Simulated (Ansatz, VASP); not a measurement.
**One calculation of Si3B4, two programs**

```
Si B
1.0
     4.25640    0.00000    0.00000
     0.00000    4.25640    0.00000
     0.00000    0.00000    4.25640
Si B
3 4
Cartesian
  0.0000 2.1282 2.1282
  2.1282 0.0000 2.1282
  2.1282 2.1282 0.0000
  2.1282 0.0000 0.0000
  0.0000 2.1282 0.0000
  0.0000 0.0000 2.1282
  2.1282 2.1282 2.1282
```

Alike in both runs: functional PBE; k mesh 4 × 4 × 4; occupations gaussian, width 0.2 eV; no spin polarisation.

Ansatz relaxed the structure, and its values are those at the end. VASP's run is a single point on that final structure, the one shown.

|  | VASP | Ansatz |
| --- | --- | --- |
| version | VASP 6.6.1 | Ansatz 0.2.0 |
| potentials or method | VASP PAW PBE potentials, release 64 (Si, B), cutoff 500 eV | scalar-relativistic, plane waves, PAW |
| valence electrons in the cell | 24 | 24 |

```tsv
	VASP	Ansatz	Ansatz less VASP
gap on the k mesh at the Fermi level (eV)	none	none	-
pressure (GPa)	0.0	0.0	+0.05
```

A gap of «none» marks a metal or a gap that the smearing closes.

The k mesh is coarse, so the values compare programs but aren't converged.
